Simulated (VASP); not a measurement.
# Ge4N in VASP: further runs, part 2 of 2

VASP 6.6.1. The steps go on from the part before.

**3. Single point, PBE**

The input, INCAR:

```
SYSTEM = Ge4N
PREC     = Accurate       ! precision mode
ENCUT    = 520            ! plane-wave cutoff, eV
EDIFF    = 1E-6           ! SCF threshold, eV
ISMEAR   = 0              ! smearing method
SIGMA    = 0.1            ! smearing width, eV
LREAL    = .False.        ! projectors in reciprocal space
LASPH    = .True.         ! aspherical terms in the spheres
NELM     = 80             ! most SCF steps
ALGO     = Normal         ! electronic algorithm
ISIF     = 2              ! what is computed and relaxed
LWAVE    = .False.        ! write WAVECAR
LCHARG   = .False.        ! write CHGCAR
LDIPOL   = .True.       
IDIPOL   = 3            
DIPOL    = 0.5 0.5 0.338
GGA      = PE             ! functional
NBANDS   = 38             ! bands
```

The input, KPOINTS:

```
regular mesh
0
Gamma
  7 7 1
  0 0 0
```

The input, POSCAR:

```
Ge4N
1.0
    4.0740542166      0.0000000000      0.0000000000
    0.0000000000      4.0740542166      0.0000000000
    0.0000000000      0.0000000000     19.8557568530
Ge N
4 1
Direct
    0.0000000000      0.5000000000      0.2014529101
    0.0000000000      0.0000000000      0.2739958855
    0.5000000000      0.0000000000      0.3493666166
    0.5000000000      0.5000000000      0.4208228835
    0.5000000000      1.0000000000      0.4440847470
```

Potentials or basis: VASP PAW PBE potentials, release 64 (Ge_d, N).

Command:

```sh
> cat potpaw_PBE.64/Ge_d/POTCAR potpaw_PBE.64/N/POTCAR > POTCAR
> mpirun -np 1 vasp_std > vasp.out
```

OUTCAR:

```text
SYSTEM = Ge4N
   PREC = Accurate
   ENCUT = 520
   EDIFF = 1E-6
   ISMEAR = 0
   LREAL = .False.
   LASPH = .True.
   NELM = 80
   ISIF = 2
   GGA = PE

 ion  position               nearest neighbor table
   1  0.000  0.500  0.201-   2 2.49   2 2.49
   2  0.000  0.000  0.274-   1 2.49   1 2.49   3 2.53   3 2.53
   3  0.500  0.000  0.349-   5 1.88   4 2.48   4 2.48   2 2.53   2 2.53
   4  0.500  0.500  0.421-   5 2.09   5 2.09   3 2.48   3 2.48
   5  0.500  0.000  0.444-   3 1.88   4 2.09   4 2.09

  LATTYP: Found a simple tetragonal cell.
 ALAT       =     4.0740542166
 C/A-ratio  =     4.8737095280

  Lattice vectors:

 A1 = (   4.0740542166,   0.0000000000,   0.0000000000)
 A2 = (   0.0000000000,   4.0740542166,   0.0000000000)
 A3 = (   0.0000000000,   0.0000000000,  19.8557568530)

Analysis of symmetry for initial positions (statically):
=====================================================================
 Subroutine PRICEL returns:
 Original cell was already a primitive cell.

 Routine SETGRP: Setting up the symmetry group for a
 simple tetragonal supercell.

 Subroutine GETGRP returns: Found  4 space group operations
 (whereof  4 operations were pure point group operations)
 out of a pool of 16 trial point group operations.

The static configuration has the point symmetry C_2v.

Analysis of symmetry for dynamics (positions and initial velocities):
=====================================================================
 Subroutine PRICEL returns:
 Original cell was already a primitive cell.

 Routine SETGRP: Setting up the symmetry group for a
 simple tetragonal supercell.

 Subroutine GETGRP returns: Found  4 space group operations
 (whereof  4 operations were pure point group operations)
 out of a pool of 16 trial point group operations.

The dynamic configuration has the point symmetry C_2v.

 Subroutine INISYM returns: Found  4 space group operations
 (whereof  4 operations are pure point group operations),
 and found     1 'primitive' translations

----------------------------------------------------------------------------------------

                                     Primitive cell

  volume of cell :     329.5642

  direct lattice vectors                    reciprocal lattice vectors
     4.074054217  0.000000000  0.000000000     0.245455742  0.000000000  0.000000000
     0.000000000  4.074054217  0.000000000     0.000000000  0.245455742  0.000000000
     0.000000000  0.000000000 19.855756853     0.000000000  0.000000000  0.050363228

  length of vectors
     4.074054217  4.074054217 19.855756853     0.245455742  0.245455742  0.050363228

  position of ions in fractional coordinates (direct lattice)
     0.000000000  0.500000000  0.201452910
     0.000000000  0.000000000  0.273995885
     0.500000000  0.000000000  0.349366617
     0.500000000  0.500000000  0.420822884
     0.500000000  0.000000000  0.444084747

  ion indices of the primitive-cell ions
   primitive index   ion index
                 1           1
                 2           2
                 3           3
                 4           4
[... 21 lines left out ...]
     0.000000000  0.000000000  0.000000000

 Subroutine IBZKPT returns following result:
 ===========================================

 Found     16 irreducible k-points:

 Following reciprocal coordinates:
            Coordinates               Weight
  0.000000  0.000000  0.000000      1.000000
  0.142857  0.000000  0.000000      2.000000
  0.000000  0.142857  0.000000      2.000000
  0.285714  0.000000  0.000000      2.000000
  0.000000  0.285714  0.000000      2.000000
  0.428571  0.000000  0.000000      2.000000
[... 8 lines left out ...]
 -0.285714  0.428571  0.000000      4.000000
  0.428571  0.428571  0.000000      4.000000
   k-points           NKPTS =     16   k-points in BZ     NKDIM =     16   number of bands    NBANDS=     38
   number of dos      NEDOS =    301   number of ions     NIONS =      5
   total plane-waves  NPLWV = 135000
   dimension x,y,z NGX =    30 NGY =   30 NGZ =  150
   dimension x,y,z NGXF=    60 NGYF=   60 NGZF=  300
   ions per type =               4   1
   NGX,Y,Z   is equivalent  to a cutoff of  12.24, 12.24, 12.56 a.u.
   NGXF,Y,Z  is equivalent  to a cutoff of  24.48, 24.48, 25.12 a.u.
 SYSTEM =  Ge4N
   PREC   = accura    normal or accurate (medium, high low for compatibility)
   ISTART =      0    job   : 0-new  1-cont  2-samecut
   ICHARG =      2    charge: 1-file 2-atom 10-const
   ISPIN  =      1    spin polarized calculation?
   LNONCOLLINEAR =      F non collinear calculations
   LSORBIT =      F    spin-orbit coupling
   LASPH  =      T    aspherical Exc in radial PAW
   ENCUT  =  520.0 eV  38.22 Ry    6.18 a.u.   7.58  7.58 36.92*2*pi/ulx,y,z
   NELM   =     80;   NELMIN=  2; NELMDL= -5     # of ELM steps
   EDIFF  = 0.1E-05   stopping-criterion for ELM
   LREAL  =      F    real-space projection
[... 7 lines left out ...]
   TEBEG  =    0.0;   TEEND  =   0.0 temperature during run
   PSTRESS=    0.0 pullay stress
   NELECT =      61.0000    total number of electrons
   NUPDOWN=      -1.0000    fix difference up-down
   EMIN   =  10.00;   EMAX   =-10.00  energy-range for DOS
   EFERMI =   0.00;   METHOD = LEGACY
   ISMEAR =     0;   SIGMA  =   0.10  broadening in eV -4-tet -1-fermi 0-gaus
   EFERMI_NEDOS =   21; number of points for ismear=-14 and -15
   IALGO  =     38    algorithm
   IMIX   =      4    mixing-type and parameters
     AMIX     =   0.40;   BMIX     =  1.00
     AMIX_MAG =   1.60;   BMIX_MAG =  1.00
  volume/ion in A,a.u.               =      65.91       444.80
  Fermi-wavevector in a.u.,A,eV,Ry     =   0.932978  1.763073 11.843164  0.870448
  Thomas-Fermi vector in A             =   2.059632
   LORBIT       =      0    0 simple, 1 ext, 2 COOP (PROOUT), +10 PAW based schemes
   GGA     = PE    functional components
   LHFCALC =     F    Hartree Fock is set to
   AEXX    =    0.0000 exact exchange contribution
   IVDW    =     0    specifies the selected vdW correction
   LEPSILON=     F    determine dielectric tensor
   LRPA    =     F    only Hartree local field effects (RPA)
 non-spin polarized calculation
 Gauss-broadening in eV      SIGMA  =   0.10
  energy-cutoff  :      520.00
  volume of cell :      329.56
 maximum number of plane-waves:      8917
   NGX = 15   NGY = 15   NGZ = 73

 dipolmoment           0.000000      0.000000     -0.099932 electrons x Angstroem

 number of electron      60.9999945 magnetization

 dipolmoment           0.000000      0.000000      0.036772 electrons x Angstroem

 Free energy of the ion-electron system (eV)
  ---------------------------------------------------
  ext. energy  EPLUGINS =         0.00000000
  ---------------------------------------------------
  free energy    TOTEN  =       -21.63384927 eV

  energy without entropy =      -21.61184456  energy(sigma->0) =      -21.62284691

 E-fermi :  -2.2014     XC(G=0):  -3.8618

 val. band max:       -2.2106217327   @ k =   0.4286   0.1429   0.0000
 cond. band min:      -2.2007757779   @ k =  -0.1429   0.2857   0.0000
 fundamental gap:      0.0098459548
 Fermi energy:        -2.2014150473

 k-point     1 :       0.0000    0.0000    0.0000
  band No.  band energies     occupation
      1     -27.2365      2.00000
      2     -27.1669      2.00000
      3     -27.1600      2.00000
      4     -27.1556      2.00000
      5     -27.1500      2.00000
      6     -26.8600      2.00000
[... 645 lines left out ...]
     37       2.6742      0.00000
     38       3.5093      0.00000

------------------------ aborting loop because EDIFF is reached ----------------------------------------

 vacuum level on the upper side and lower side of the slab       (xc-potential included)         0.130        -0.207

  FORCE on cell =-STRESS in cart. coord.  units (eV):
  Direction    XX          YY          ZZ          XY          YZ          ZX
  --------------------------------------------------------------------------------------
  -------------------------------------------------------------------------------------
  Total       -1.4098261      0.1006463      3.2409012      0.0000000      0.0000000      0.0000000
  in kB       -6.8538731      0.4892924     15.7556496      0.0000000      0.0000000      0.0000000
  external PRESSURE =       3.1303563 kB  Pullay stress =       0.0000000 kB

 VOLUME and BASIS-vectors are now :
 -----------------------------------------------------------------------------
  energy-cutoff  :      520.00
  volume of cell :      329.56
      direct lattice vectors                 reciprocal lattice vectors
     4.074054217  0.000000000  0.000000000     0.245455742  0.000000000  0.000000000
     0.000000000  4.074054217  0.000000000     0.000000000  0.245455742  0.000000000
     0.000000000  0.000000000 19.855756853     0.000000000  0.000000000  0.050363228

 POSITION                                       TOTAL-FORCE (eV/Angst)
 -----------------------------------------------------------------------------------
      0.00000      2.03703      4.00000         0.000000      0.000000     -0.326835
      0.00000      0.00000      5.44040         0.000000      0.000000      0.475196
      2.03703      0.00000      6.93694         0.000000      0.000000     -2.291864
      2.03703      2.03703      8.35576         0.000000      0.000000      2.160791
      2.03703      0.00000      8.81764         0.000000      0.000000     -0.017288
 -----------------------------------------------------------------------------------
    total drift:                                0.000000      0.000000      0.003113

  FREE ENERGIE OF THE ION-ELECTRON SYSTEM (eV)
  ---------------------------------------------------
  free  energy   TOTEN  =       -21.6338492675 eV

  energy  without entropy=      -21.6118445565  energy(sigma->0) =      -21.62284691

 vacuum level on the upper side and lower side of the slab         3.102         2.700
```

Run time: 3.1 min. Hardware: 1 thread of Intel Xeon 6975P-C (Granite Rapids), shared host; peak memory 0.44 GiB.

Results:

```yaml
Free_energy: -21.6338 eV
Largest_force: 2.292 eV/Å
```

Forces in eV/Å, atoms in the order of the input:
```
Ge   0.000  0.000 -0.327
Ge   0.000  0.000  0.475
Ge   0.000  0.000 -2.292
Ge   0.000  0.000  2.161
N    0.000  0.000 -0.017
```

Levels at points of the mesh, in eV from the Fermi level:
```csv
k point,band 28,band 29,band 30,band 31,band 32,band 33
"(0.00, 0.00, 0.00)",-1.29,-1.27,-0.76,1.16,1.50,1.92
```

**4. Single point, PBE**

The input, INCAR:

```
SYSTEM = Ge4N
PREC = Accurate
ENCUT = 520
EDIFF = 1E-6
ISMEAR = 0
SIGMA = 0.1
LREAL = .FALSE.
LASPH = .TRUE.
NELM = 100
ALGO = Normal
ISIF = 2
LWAVE = .FALSE.
LCHARG = .FALSE.
LDIPOL = .TRUE.
IDIPOL = 3
DIPOL = 0.5 0.5 0.320
GGA = PE
NBANDS = 38
```

The input, KPOINTS:

```
Automatic mesh
0
G
  7 7 1
  0 0 0
```

POSCAR: that of step 3 with these lines changed.

```diff
@@ -12,2 +12,2 @@
     0.5000000000      0.5000000000      0.4208228835
-    0.5000000000      1.0000000000      0.4440847470
+    1.0000000000      0.5000000000      0.3527193097
```

Command:

```sh
> cat potpaw_PBE.64/Ge_d/POTCAR potpaw_PBE.64/N/POTCAR > POTCAR
> mpirun -np 1 vasp_std > vasp.out
```

It took 3.1 min on 1 thread of Intel Xeon 6975P-C (Granite Rapids), shared host; peak memory 0.44 GiB.

Results (log left out):

```yaml
Free_energy: -20.9679 eV
Largest_force: 0.395 eV/Å
```

Forces on the atoms (eV/Å):
```
Ge   0.000  0.000  0.395
Ge   0.000  0.000  0.322
Ge   0.000  0.000 -0.360
Ge   0.000  0.000 -0.349
N    0.000  0.000 -0.007
```

Levels at points of the mesh, in eV from the Fermi level:
| k point | band 28 | band 29 | band 30 | band 31 | band 32 | band 33 | band 34 | band 35 |
| --- | --- | --- | --- | --- | --- | --- | --- | --- |
| (0.00, 0.00, 0.00) | -1.04 | -0.78 | -0.25 | 0.24 | 0.85 | 1.65 | 2.05 | 2.22 |
